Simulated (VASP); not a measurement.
# Cu in VASP: notebook

Cu is run at these levels: PBEsol; tasks: single point.

Program: VASP 6.6.1. These are calculated values, not measurements. Logs are shortened: lines on timing, memory, paths and dates and some standing lists are left out, and cuts for length are marked.

**1. The cell of the first run**

The structure is cubic, space group Fm-3m (No. 225). Conventional cell: a = 3.563 Å, b = 3.563 Å, c = 3.563 Å, α = 90.00°, β = 90.00°, γ = 90.00°. Within 3.3 Å of Cu (site symmetry m-3m) lie 12 Cu at 2.52 Å.

**2. Single point, PBEsol**

Input file INCAR:

```
  PREC = Accurate
  ENCUT = 520
  EDIFF = 1E-6
  ISMEAR = 0
  SIGMA = 0.1
  LREAL = F
  LASPH = T
  NELM = 80
  ALGO = Fast
  ISIF = 2
  LWAVE = F
  LCHARG = F
  GGA = PS
  NBANDS = 18
```

Input file KPOINTS:

```
regular mesh
0
Gamma
  20 20 14
```

Input file POSCAR:

```
Cu
1.0
    1.7817061894      1.7817061894      0.0000000000
   -1.7817061894      1.7817061894      0.0000000000
    0.0000000000      0.0000000000      3.5634123788
Cu
2
Direct
    0.0000000000      0.0000000000      0.0000000000
    0.5000000000      0.5000000000      0.5000000000
```

Potentials or basis: VASP PAW PBE potentials, release 64 (Cu).

Run with:

```console
cat potpaw_PBE.64/Cu/POTCAR > POTCAR
mpirun -np 1 vasp_std > vasp.out
```

OUTCAR:

```text
PREC = Accurate
   ENCUT = 520
   EDIFF = 1E-6
   ISMEAR = 0
   LREAL = F
   LASPH = T
   NELM = 80
   ISIF = 2
   GGA = PS

 ion  position               nearest neighbor table
   1  0.000  0.000  0.000-   2 2.52   2 2.52   2 2.52   2 2.52   2 2.52   2 2.52   2 2.52   2 2.52

   2  0.500  0.500  0.500-   1 2.52   1 2.52   1 2.52   1 2.52   1 2.52   1 2.52   1 2.52   1 2.52

  LATTYP: Found a simple tetragonal cell.
 ALAT       =     2.5197130572
 C/A-ratio  =     1.4142135624

  Lattice vectors:

 A1 = (   1.7817061894,   1.7817061894,   0.0000000000)
 A2 = (  -1.7817061894,   1.7817061894,   0.0000000000)
 A3 = (   0.0000000000,   0.0000000000,   3.5634123788)

Analysis of symmetry for initial positions (statically):
=====================================================================
 Subroutine PRICEL returns following result:

  LATTYP: Found a face centered cubic cell.
 ALAT       =     3.5634123788

  Lattice vectors:

 A1 = (   0.0000000000,  -1.7817061894,  -1.7817061894)
 A2 = (   1.7817061894,   0.0000000000,  -1.7817061894)
 A3 = (   1.7817061894,  -1.7817061894,  -0.0000000000)

   2 primitive cells build up your supercell.

 Routine SETGRP: Setting up the symmetry group for a
 simple tetragonal supercell.

 Subroutine GETGRP returns: Found 16 space group operations
 (whereof 16 operations were pure point group operations)
 out of a pool of 16 trial point group operations.

The static configuration has the point symmetry D_4h.

Analysis of symmetry for dynamics (positions and initial velocities):
=====================================================================
 Subroutine PRICEL returns following result:

  LATTYP: Found a face centered cubic cell.
 ALAT       =     3.5634123788

  Lattice vectors:

 A1 = (   0.0000000000,  -1.7817061894,  -1.7817061894)
 A2 = (   1.7817061894,   0.0000000000,  -1.7817061894)
 A3 = (   1.7817061894,  -1.7817061894,  -0.0000000000)

   2 primitive cells build up your supercell.

 Routine SETGRP: Setting up the symmetry group for a
 simple tetragonal supercell.

 Subroutine GETGRP returns: Found 16 space group operations
 (whereof 16 operations were pure point group operations)
 out of a pool of 16 trial point group operations.

The dynamic configuration has the point symmetry D_4h.

 Subroutine INISYM returns: Found 16 space group operations
 (whereof 16 operations are pure point group operations),
 and found     2 'primitive' translations

[... 84 lines left out ...]
   ISTART =      0    job   : 0-new  1-cont  2-samecut
   ICHARG =      2    charge: 1-file 2-atom 10-const
   ISPIN  =      1    spin polarized calculation?
   LNONCOLLINEAR =      F non collinear calculations
   LSORBIT =      F    spin-orbit coupling
   LASPH  =      T    aspherical Exc in radial PAW
   ENCUT  =  520.0 eV  38.22 Ry    6.18 a.u.   4.68  4.68  6.63*2*pi/ulx,y,z
   NELM   =     80;   NELMIN=  2; NELMDL= -5     # of ELM steps
   EDIFF  = 0.1E-05   stopping-criterion for ELM
   LREAL  =      F    real-space projection
   EDIFFG = 0.1E-04   stopping-criterion for IOM
   NSW    =      0    number of steps for IOM
   IBRION =     -1    ionic relax: 0-MD 1-quasi-New 2-CG
   NFREE  =      0    steps in history (QN), initial steepest desc. (CG)
   ISIF   =      2    stress and relaxation
   ISYM   =      2    0-nonsym 1-usesym 2-fastsym
   POTIM  = 0.5000    time-step for ionic-motion
   TEBEG  =    0.0;   TEEND  =   0.0 temperature during run
   PSTRESS=    0.0 pullay stress
   NELECT =      22.0000    total number of electrons
   NUPDOWN=      -1.0000    fix difference up-down
   EMIN   =  10.00;   EMAX   =-10.00  energy-range for DOS
   EFERMI =   0.00;   METHOD = LEGACY
   ISMEAR =     0;   SIGMA  =   0.10  broadening in eV -4-tet -1-fermi 0-gaus
   EFERMI_NEDOS =   21; number of points for ismear=-14 and -15
   IALGO  =     68    algorithm
   IMIX   =      4    mixing-type and parameters
     AMIX     =   0.40;   BMIX     =  1.00
     AMIX_MAG =   1.60;   BMIX_MAG =  1.00
  volume/ion in A,a.u.               =      11.31        76.34
  Fermi-wavevector in a.u.,A,eV,Ry     =   1.621908  3.064962 35.791304  2.630587
  Thomas-Fermi vector in A             =   2.715608
   LORBIT       =      0    0 simple, 1 ext, 2 COOP (PROOUT), +10 PAW based schemes
   GGA     = PS    functional components
   LHFCALC =     F    Hartree Fock is set to
   AEXX    =    0.0000 exact exchange contribution
   IVDW    =     0    specifies the selected vdW correction
   LEPSILON=     F    determine dielectric tensor
   LRPA    =     F    only Hartree local field effects (RPA)
 non-spin polarized calculation
 RMM-DIIS sequential band-by-band and
 Gauss-broadening in eV      SIGMA  =   0.10
  energy-cutoff  :      520.00
  volume of cell :       22.62
 maximum number of plane-waves:       629
 NGX is ok and might be reduce to    20
   NGX =  9   NGY =  9   NGZ = 13

 number of electron      21.9999986 magnetization

 Free energy of the ion-electron system (eV)
  ---------------------------------------------------
  ext. energy  EPLUGINS =         0.00000000
  ---------------------------------------------------
  free energy    TOTEN  =        -8.61853562 eV

  energy without entropy =       -8.61527801  energy(sigma->0) =       -8.61690682

 E-fermi :   7.9420     XC(G=0): -13.1616

 val. band max:        7.9385498909   @ k =   0.4000   0.3500   0.2143
 cond. band min:       7.9583770480   @ k =   0.4000   0.3000   0.2857
 fundamental gap:      0.0198271571
 Fermi energy:         7.9420448037

 k-point     1 :       0.0000    0.0000    0.0000
  band No.  band energies     occupation
      1      -1.7783      2.00000
      2       2.7976      2.00000
      3       3.2862      2.00000
      4       4.7813      2.00000
      5       4.7813      2.00000
      6       4.7823      2.00000
[... 481 lines left out ...]
      5       5.0255      2.00000
      6       5.0543      2.00000
[... 10 lines left out ...]
     17      27.6248      0.00000
     18      30.1809      0.00000

 [... further k-points ...]
[... 5 lines left out ...]
  --------------------------------------------------------------------------------------
  -------------------------------------------------------------------------------------
  Total        0.1809288      0.1809288      0.1534663      0.0000000     -0.0000000     -0.0000000
  in kB       12.8129785     12.8129785     10.8681416      0.0000000     -0.0000000     -0.0000000
  external PRESSURE =      12.1646995 kB  Pullay stress =       0.0000000 kB

 VOLUME and BASIS-vectors are now :
 -----------------------------------------------------------------------------
  energy-cutoff  :      520.00
  volume of cell :       22.62
      direct lattice vectors                 reciprocal lattice vectors
     1.781706189  1.781706189  0.000000000     0.280629883  0.280629883  0.000000000
    -1.781706189  1.781706189  0.000000000    -0.280629883  0.280629883  0.000000000
     0.000000000  0.000000000  3.563412379     0.000000000  0.000000000  0.280629883

 POSITION                                       TOTAL-FORCE (eV/Angst)
 -----------------------------------------------------------------------------------
      0.00000      0.00000      0.00000        -0.000000      0.000000     -0.000000
      0.00000      1.78171      1.78171         0.000000     -0.000000      0.000000
 -----------------------------------------------------------------------------------
    total drift:                               -0.000000      0.000000      0.000000

  FREE ENERGIE OF THE ION-ELECTRON SYSTEM (eV)
  ---------------------------------------------------
  free  energy   TOTEN  =        -8.6185356174 eV

  energy  without entropy=       -8.6152780142  energy(sigma->0) =       -8.61690682
```

OSZICAR:

```text
N       E                     dE             d eps       ncg     rms          rms(c)
DAV:   1     0.120493991463E+03    0.12049E+03   -0.10661E+04 21114   0.221E+03
DAV:   2    -0.459429176957E+01   -0.12509E+03   -0.11865E+03 19044   0.290E+02
DAV:   3    -0.107493615888E+02   -0.61551E+01   -0.59396E+01 20956   0.870E+01
DAV:   4    -0.108175111545E+02   -0.68150E-01   -0.68099E-01 22018   0.978E+00
DAV:   5    -0.108184069354E+02   -0.89578E-03   -0.89575E-03 23114   0.965E-01    0.119E+01
RMM:   6    -0.937985516770E+01    0.14386E+01   -0.12387E+01 22220   0.623E+01    0.654E+00
RMM:   7    -0.864392324318E+01    0.73593E+00   -0.21319E+00 22004   0.267E+01    0.152E+00
RMM:   8    -0.862184457351E+01    0.22079E-01   -0.75189E-02 22910   0.249E+00    0.426E-01
RMM:   9    -0.861827097991E+01    0.35736E-02   -0.17273E-02 22876   0.241E+00    0.426E-02
RMM:  10    -0.861852917112E+01   -0.25819E-03   -0.25903E-03 23559   0.549E-01    0.308E-02
RMM:  11    -0.861853910299E+01   -0.99319E-05   -0.26960E-04 24235   0.212E-01    0.311E-02
RMM:  12    -0.861853246858E+01    0.66344E-05   -0.78838E-05 24559   0.121E-01    0.745E-03
RMM:  13    -0.861853538448E+01   -0.29159E-05   -0.26009E-05 21539   0.488E-02    0.545E-03
RMM:  14    -0.861853561739E+01   -0.23291E-06   -0.31855E-06 15620   0.206E-02
   1 F= -.86185356E+01 E0= -.86169068E+01  d E =-.325760E-02
```

Run time: 76 s. Hardware: 1 thread of Intel Xeon 6975P-C (Granite Rapids), shared host; peak memory 0.27 GiB.

Results:

```yaml
Free_energy: -8.6185 eV
Pressure: 1.2 GPa
Band_gap_on_the_k_mesh: zero (band 11 reaches 14.28 eV, above the bottom of band 12 at 5.96 eV)
```

Caveat: the PAW data sets were made with another functional, which shifts forces and pressure a little.

**3. Single point, PBEsol (uniaxial strain along c: +2.0 %, then relaxed in part)**

Input file INCAR:

```
SYSTEM = Cu
ALGO = Fast ; EDIFF = 1E-7
ENCUT = 520 ; GGA = PS
ISIF = 2 ; ISMEAR = 0
LASPH = .True. ; LCHARG = .False.
LREAL = .False. ; LWAVE = .False.
NBANDS = 18 ; NELM = 60
PREC = Accurate ; SIGMA = 0.1
```

Input file KPOINTS:

```
k-points
0
Gamma
  20 20 14
  0 0 0
```

Input file POSCAR:

```
Cu
1.0
    1.7684479127      1.7684479127      0.0000000000
   -1.7684479127      1.7684479127      0.0000000000
    0.0000000000      0.0000000000      3.6346806264
Cu
2
Direct
    0.0000000000      0.0000000000      0.0000000000
    0.5000000000      0.5000000000      0.5000000000
```

Potentials or basis: VASP PAW PBE potentials, release 64 (Cu).

Run with:

```console
cat potpaw_PBE.64/Cu/POTCAR > POTCAR
mpirun -np 1 vasp_std > vasp.out
```

Wall time 2.3 min (1 thread of Intel Xeon Platinum 8488C (Sapphire Rapids), shared host); peak memory 0.28 GiB.

Results (log left out):

* Free energy: -8.6158 eV
* Pressure: -0.1 GPa
* Band gap on the k mesh: zero (band 11 reaches 14.22 eV, above the bottom of band 12 at 5.95 eV)

Stress tensor (GPa, compression positive):
```
 0.62  0.00  0.00
 0.00  0.62  0.00
 0.00  0.00 -1.63
```

Levels at points of the mesh, in eV from the Fermi level:
| k point | band 9 | band 10 | band 11 | band 12 | band 13 | band 14 |
| --- | --- | --- | --- | --- | --- | --- |
| (0.00, 0.00, 0.00) | -1.67 | -1.52 | -1.52 | 1.04 | 6.89 | 13.78 |
| (0.50, 0.00, 0.00) | -2.24 | -2.24 | -0.21 | -0.21 | 9.68 | 9.68 |
| (0.50, 0.50, 0.00) | -1.46 | -1.46 | 1.63 | 1.63 | 7.61 | 7.61 |
| (0.00, 0.00, 0.50) | -2.41 | -2.41 | -1.93 | -1.93 | 17.77 | 17.77 |
| (0.50, 0.00, 0.50) | -1.63 | -1.63 | -1.15 | -1.15 | 3.94 | 3.94 |
| (0.50, 0.50, 0.50) | -1.46 | -1.46 | 6.34 | 6.34 | 6.34 | 6.34 |

Caveat: the cell differs from its parent crystal (uniaxial strain along c: +2.0 %, then relaxed in part); the PAW data sets were made with another functional, which shifts forces and pressure a little.

(Continued in part 2 of 2.)
